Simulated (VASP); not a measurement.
Wanted: the native input for a VASP 6.6.1 run.

```yaml
Task: single point
Functional: PBE
Potentials_or_basis: VASP PAW PBE potentials, release 64 (B)
Cutoff: 520 eV
k_mesh: 22 × 22 × 22
Occupations: fermi-dirac, width 0.1 eV
Spin: no spin polarisation
Dipole_correction: no
Further_INCAR_settings: ALGO = Normal; EDIFF = 1e-06; NBANDS = 10
```

The structure of B lies in POSCAR:

```
B
1.0
    0.0000000000      1.9706543252      1.9706543252
    1.9706543252      0.0000000000      1.9706543252
    1.9706543252      1.9706543252      0.0000000000
B
2
Direct
    0.1250000000      0.1250000000      0.1250000000
    0.8750000000      0.8750000000      0.8750000000
```

This cell differs from its parent crystal: volume scaled by 0.92.

The input as run:

INCAR

```
PREC     = Accurate       # precision mode
ENCUT    = 520            # plane-wave cutoff, eV
EDIFF    = 1E-6           # SCF threshold, eV
ISMEAR   = -1             # smearing method
SIGMA    = 0.1            # smearing width, eV
LREAL    = False          # projectors in reciprocal space
LASPH    = True           # aspherical terms in the spheres
NELM     = 60             # most SCF steps
ALGO     = Normal         # electronic algorithm
ISIF     = 2              # what is computed and relaxed
LWAVE    = False          # write WAVECAR
LCHARG   = False          # write CHGCAR
GGA      = PE             # functional
NBANDS   = 10             # bands
```

KPOINTS

```
Automatic mesh
0
Gamma
  22 22 22
```

Potentials or basis: VASP PAW PBE potentials, release 64 (B).

Run with:

```bash
$ cat potpaw_PBE.64/B/POTCAR > POTCAR
$ mpirun -np 1 vasp_std > vasp.out
```

It gave:

```yaml
Pressure: 17.1 GPa
Band_gap_on_the_k_mesh: zero (band 3 reaches 8.73 eV, above the bottom of band 4 at 1.00 eV)
```

Run time: 26 s on 1 thread of Intel(R) Xeon(R) Platinum 8259CL CPU @ 2.50GHz (Skylake/Cascade Lake), with other jobs on the host, peak memory 0.16 GiB.
